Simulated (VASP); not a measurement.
# NaCl (Fm-3m) in VASP: relaxation of cell and atoms with r2SCAN

Aim: the relaxation of cell and atoms of NaCl with r2SCAN.

Program: VASP 6.6.1. These are calculated values, not measurements. Logs are shortened: lines on timing, memory, paths and dates and some standing lists are left out, and cuts for length are marked.

## (1) The cell of the first run

It takes space group Fm-3m (No. 225, cubic). The conventional cell has a = 5.694 Å, b = 5.694 Å, c = 5.694 Å, α = 90.00°, β = 90.00°, γ = 90.00°. Within 3.8 Å of Na (site symmetry m-3m) lie 6 Cl at 2.85 Å. Within 3.8 Å of Cl (site symmetry m-3m) lie 6 Na at 2.85 Å.

## (2) Relaxation of cell and atoms, r2SCAN

Input file POSCAR:

```
NaCl
1.0
    0.0000000000      2.8470933840      2.8470933840
    2.8470933840      0.0000000000      2.8470933840
    2.8470933840      2.8470933840      0.0000000000
Na Cl
1 1
Direct
    0.0000000000      0.0000000000      0.0000000000
    0.5000000000      0.5000000000      0.5000000000
```

Input file INCAR.step1:

```
SYSTEM = NaCl
PREC = Accurate
ENCUT = 600
ISMEAR = -1
SIGMA = 0.02
LREAL = .False.
LASPH = .True.
NELM = 80
GGA = PE
ALGO = Normal
EDIFF = 1E-4
LWAVE = .True.
LCHARG = .False.
```

Input file INCAR.step2:

```
SYSTEM = NaCl
PREC = Accurate
ENCUT = 600
EDIFF = 1E-6
ISMEAR = -1
SIGMA = 0.02
LREAL = .False.
LASPH = .True.
NELM = 80
ALGO = Normal
ISIF = 3
LWAVE = .False.
LCHARG = .False.
METAGGA = R2SCAN
LMIXTAU = .True.
IBRION = 2
NSW = 80
EDIFFG = -0.005
ISTART = 1
```

Input file KPOINTS:

```
regular mesh
0
Gamma
  8 8 8
  0 0 0
```

Potentials or basis: VASP PAW PBE potentials, release 64 (Na_pv, Cl).

Started as:

```
cat potpaw_PBE.64/Na_pv/POTCAR potpaw_PBE.64/Cl/POTCAR > POTCAR
cp INCAR.step1 INCAR
mpirun -np 1 vasp_std > vasp.out
cp INCAR.step2 INCAR
mpirun -np 1 vasp_std > vasp.out
```

OUTCAR:

```text
SYSTEM = NaCl
   PREC = Accurate
   ENCUT = 600
   EDIFF = 1E-6
   ISMEAR = -1
   LREAL = .False.
   LASPH = .True.
   NELM = 80
   ISIF = 3
   METAGGA = R2SCAN
   IBRION = 2
   NSW = 80
   EDIFFG = -0.005
   ISTART = 1

 ion  position               nearest neighbor table
   1  0.000  0.000  0.000-
   2  0.500  0.500  0.500-

  LATTYP: Found a face centered cubic cell.
 ALAT       =     5.6941867680

  Lattice vectors:

 A1 = (   0.0000000000,   2.8470933840,   2.8470933840)
 A2 = (   2.8470933840,   0.0000000000,   2.8470933840)
 A3 = (   2.8470933840,   2.8470933840,   0.0000000000)

Analysis of symmetry for initial positions (statically):
=====================================================================
 Subroutine PRICEL returns:
 Original cell was already a primitive cell.

 Routine SETGRP: Setting up the symmetry group for a
 face centered cubic supercell.

 Subroutine GETGRP returns: Found 48 space group operations
 (whereof 48 operations were pure point group operations)
 out of a pool of 48 trial point group operations.

The static configuration has the point symmetry O_h .

Analysis of symmetry for dynamics (positions and initial velocities):
=====================================================================
 Subroutine PRICEL returns:
 Original cell was already a primitive cell.

 Routine SETGRP: Setting up the symmetry group for a
 face centered cubic supercell.

 Subroutine GETGRP returns: Found 48 space group operations
 (whereof 48 operations were pure point group operations)
 out of a pool of 48 trial point group operations.

The dynamic configuration has the point symmetry O_h .

 Subroutine INISYM returns: Found 48 space group operations
 (whereof 48 operations are pure point group operations),
 and found     1 'primitive' translations

----------------------------------------------------------------------------------------

                                     Primitive cell

  volume of cell :      46.1567

  direct lattice vectors                    reciprocal lattice vectors
     0.000000000  2.847093384  2.847093384    -0.175617703  0.175617703  0.175617703
     2.847093384  0.000000000  2.847093384     0.175617703 -0.175617703  0.175617703
     2.847093384  2.847093384  0.000000000     0.175617703  0.175617703 -0.175617703

  length of vectors
     4.026398077  4.026398077  4.026398077     0.304178784  0.304178784  0.304178784

  position of ions in fractional coordinates (direct lattice)
     0.000000000  0.000000000  0.000000000
     0.500000000  0.500000000  0.500000000

  ion indices of the primitive-cell ions
   primitive index   ion index
                 1           1
                 2           2

----------------------------------------------------------------------------------------

 KPOINTS: regular mesh

Automatic generation of k-mesh.
 Grid dimensions read from file:
 generate k-points for:    8    8    8

 Generating k-lattice:

  Cartesian coordinates                     Fractional coordinates (reciprocal lattice)
    -0.021952213  0.021952213  0.021952213     0.125000000  0.000000000  0.000000000
     0.021952213 -0.021952213  0.021952213     0.000000000  0.125000000  0.000000000
     0.021952213  0.021952213 -0.021952213     0.000000000  0.000000000  0.125000000

  Length of vectors
     0.038022348  0.038022348  0.038022348

  Shift w.r.t. Gamma in fractional coordinates (k-lattice)
     0.000000000  0.000000000  0.000000000

 Subroutine IBZKPT returns following result:
 ===========================================

 Found     29 irreducible k-points:

 Following reciprocal coordinates:
            Coordinates               Weight
  0.000000  0.000000  0.000000      1.000000
  0.125000  0.000000  0.000000      8.000000
  0.250000  0.000000  0.000000      8.000000
  0.375000  0.000000  0.000000      8.000000
  0.500000  0.000000  0.000000      4.000000
  0.125000  0.125000  0.000000      6.000000
[... 16 lines left out ...]
  0.500000  0.250000  0.125000     48.000000
 -0.375000  0.250000  0.125000     24.000000
 [... further k-points ...]
   k-points           NKPTS =     29   k-points in BZ     NKDIM =     29   number of bands    NBANDS=     11
   number of dos      NEDOS =    301   number of ions     NIONS =      2
   total plane-waves  NPLWV =  32768
   dimension x,y,z NGX =    32 NGY =   32 NGZ =   32
   dimension x,y,z NGXF=    64 NGYF=   64 NGZF=   64
   ions per type =               1   1
   NGX,Y,Z   is equivalent  to a cutoff of  13.21, 13.21, 13.21 a.u.
   NGXF,Y,Z  is equivalent  to a cutoff of  26.42, 26.42, 26.42 a.u.
 SYSTEM =  NaCl
   PREC   = accura    normal or accurate (medium, high low for compatibility)
   ISTART =      1    job   : 0-new  1-cont  2-samecut
   ICHARG =      0    charge: 1-file 2-atom 10-const
   ISPIN  =      1    spin polarized calculation?
   LNONCOLLINEAR =      F non collinear calculations
   LSORBIT =      F    spin-orbit coupling
   LASPH  =      T    aspherical Exc in radial PAW
   ENCUT  =  600.0 eV  44.10 Ry    6.64 a.u.   8.04  8.04  8.04*2*pi/ulx,y,z
   NELM   =     80;   NELMIN=  2; NELMDL=  0     # of ELM steps
   EDIFF  = 0.1E-05   stopping-criterion for ELM
   LREAL  =      F    real-space projection
   EDIFFG = -.5E-02   stopping-criterion for IOM
   NSW    =     80    number of steps for IOM
   IBRION =      2    ionic relax: 0-MD 1-quasi-New 2-CG
   NFREE  =      1    steps in history (QN), initial steepest desc. (CG)
   ISIF   =      3    stress and relaxation
   ISYM   =      2    0-nonsym 1-usesym 2-fastsym
   POTIM  = 0.5000    time-step for ionic-motion
   TEBEG  =    0.0;   TEEND  =   0.0 temperature during run
   PSTRESS=    0.0 pullay stress
   NELECT =      14.0000    total number of electrons
   NUPDOWN=      -1.0000    fix difference up-down
   EMIN   =  10.00;   EMAX   =-10.00  energy-range for DOS
   EFERMI =   0.00;   METHOD = LEGACY
   ISMEAR =    -1;   SIGMA  =   0.02  broadening in eV -4-tet -1-fermi 0-gaus
   EFERMI_NEDOS =   21; number of points for ismear=-14 and -15
   IALGO  =     38    algorithm
   IMIX   =      4    mixing-type and parameters
     AMIX     =   0.40;   BMIX     =  1.00
     AMIX_MAG =   1.60;   BMIX_MAG =  1.00
  volume/ion in A,a.u.               =      23.08       155.74
  Fermi-wavevector in a.u.,A,eV,Ry     =   1.099949  2.078602 16.461517  1.209887
  Thomas-Fermi vector in A             =   2.236352
   LORBIT       =      0    0 simple, 1 ext, 2 COOP (PROOUT), +10 PAW based schemes
   METAGGA = R2SCAN    functional components
   LHFCALC =     F    Hartree Fock is set to
   AEXX    =    0.0000 exact exchange contribution
   IVDW    =     0    specifies the selected vdW correction
   LEPSILON=     F    determine dielectric tensor
   LRPA    =     F    only Hartree local field effects (RPA)
 conjugate gradient relaxation of ions
 non-spin polarized calculation
  energy-cutoff  :      600.00
  volume of cell :       46.16
 maximum number of plane-waves:      1572
   NGX = 17   NGY = 17   NGZ = 17

--------------------------------------- Ionic step        1  -------------------------------------------

 number of electron      13.9999997 magnetization

 Free energy of the ion-electron system (eV)
  ---------------------------------------------------
  ext. energy  EPLUGINS =         0.00000000
  ---------------------------------------------------
  free energy    TOTEN  =       -13.78086155 eV

  energy without entropy =      -13.78086155  energy(sigma->0) =      -13.78086155

------------------------ aborting loop because EDIFF is reached ----------------------------------------

  FORCE on cell =-STRESS in cart. coord.  units (eV):
  Direction    XX          YY          ZZ          XY          YZ          ZX
  --------------------------------------------------------------------------------------
  -------------------------------------------------------------------------------------
  Total       -0.3810957     -0.3810957     -0.3810957      0.0000000      0.0000000     -0.0000000
  in kB      -13.2284651    -13.2284651    -13.2284651      0.0000000      0.0000000     -0.0000000
  external PRESSURE =     -13.2284651 kB  Pullay stress =       0.0000000 kB
[... 129 lines left out ...]
  energy  without entropy=      -13.7895734819  energy(sigma->0) =      -13.78957348

--------------------------------------- Ionic step        5  -------------------------------------------

 number of electron      14.0000010 magnetization

 Free energy of the ion-electron system (eV)
  ---------------------------------------------------
  ext. energy  EPLUGINS =         0.00000000
  ---------------------------------------------------
  free energy    TOTEN  =       -13.79211380 eV

  energy without entropy =      -13.79211380  energy(sigma->0) =      -13.79211380

 E-fermi :  -0.5133     XC(G=0):  -8.7627

 val. band max:       -1.0167019122   @ k =   0.0000   0.0000   0.0000
 cond. band min:       5.0108101064   @ k =   0.0000   0.0000   0.0000
 fundamental gap:      6.0275120187
 Fermi energy:        -0.5133471920

 k-point     1 :       0.0000    0.0000    0.0000
  band No.  band energies     occupation
      1     -22.4920      2.00000
      2     -22.4916      2.00000
      3     -22.4916      2.00000
      4     -14.2973      2.00000
      5      -1.0167      2.00000
      6      -1.0167      2.00000
      7      -1.0167      2.00000
      8       5.0108      0.00000
      9      10.7670      0.00000
     10      10.7670      0.00000
     11      10.7670      0.00000
[... 309 lines left out ...]
 k-point    24 :      -0.3750    0.2500    0.1250
  band No.  band energies     occupation
      1     -22.5172      2.00000
      2     -22.5003      2.00000
      3     -22.4961      2.00000
      4     -13.8952      2.00000
      5      -2.7373      2.00000
      6      -1.8271      2.00000
      7      -1.4614      2.00000
      8       8.0679      0.00000
      9       9.5448      0.00000
     10      10.1223      0.00000
     11      11.6669      0.00000

 [... further k-points ...]
[... 5 lines left out ...]
  --------------------------------------------------------------------------------------
  -------------------------------------------------------------------------------------
  Total        0.0041288      0.0041288      0.0041288      0.0000000     -0.0000000     -0.0000000
  in kB        0.1512605      0.1512605      0.1512605      0.0000000     -0.0000000     -0.0000000
  external PRESSURE =       0.1512605 kB  Pullay stress =       0.0000000 kB
[... 17 lines left out ...]
  FREE ENERGIE OF THE ION-ELECTRON SYSTEM (eV)
  ---------------------------------------------------
  free  energy   TOTEN  =       -13.7921138049 eV

  energy  without entropy=      -13.7921138049  energy(sigma->0) =      -13.79211380

 reached required accuracy - stopping structural energy minimisation
```

It took 89 s on 1 thread of Intel Xeon 6975P-C (Granite Rapids), shared host; peak memory 0.19 GiB.

What came out:

| Item | Value |
| --- | --- |
| Free energy | -13.7921 eV |
| Relaxed volume | 21.87 Å³/atom |
| Relaxed cell | a = 3.955 Å, b = 3.955 Å, c = 3.955 Å, α = 60.00°, β = 60.00°, γ = 60.00° |
| Space group after relaxing (to 0.1 Å) | Fm-3m (No. 225) |
| Energy gained by relaxing | 5.6 meV/atom |
| Ionic steps | 5 |
| Pressure after relaxing | 0.0 GPa |
| Band gap on the k mesh | 6.03 eV |

Step by step:
```tsv
step	energy change (eV)	largest force (eV/Å)	pressure (GPa)	volume (Å³)
1	0.0000	0.0000	-1.32	46.16
2	-0.0084	0.0000	-0.71	44.90
3	-0.0109	0.0000	-0.25	44.12
4	-0.0087	0.0000	0.77	42.60
5	-0.0113	0.0000	0.02	43.73
```

Final structure:
```yaml
crystal:
  lattice:
    - [0.00000, 2.79635, 2.79635]
    - [2.79635, 0.00000, 2.79635]
    - [2.79635, 2.79635, 0.00000]
  atoms:
    - { symbol: Na, position: [0.00000, 0.00000, 0.00000] }
    - { symbol: Cl, position: [0.50000, 0.50000, 0.50000] }
```

Levels at points of the mesh, in eV from the valence-band top:
```
           k point  band 4  band 5  band 6  band 7  band 8  band 9  band 10  band 11
(0.00, 0.00, 0.00)  -13.28    0.00    0.00    0.00    6.03   11.78    11.78    11.78
(0.50, 0.00, 0.00)  -12.91   -2.00   -0.29   -0.29    7.99   11.83    11.83    11.83
(0.50, 0.50, 0.00)  -12.86   -1.75   -0.63   -0.63    8.52    8.59    12.40    16.15
```

Caveat: the PAW data sets were made with another functional, which shifts forces and pressure a little.
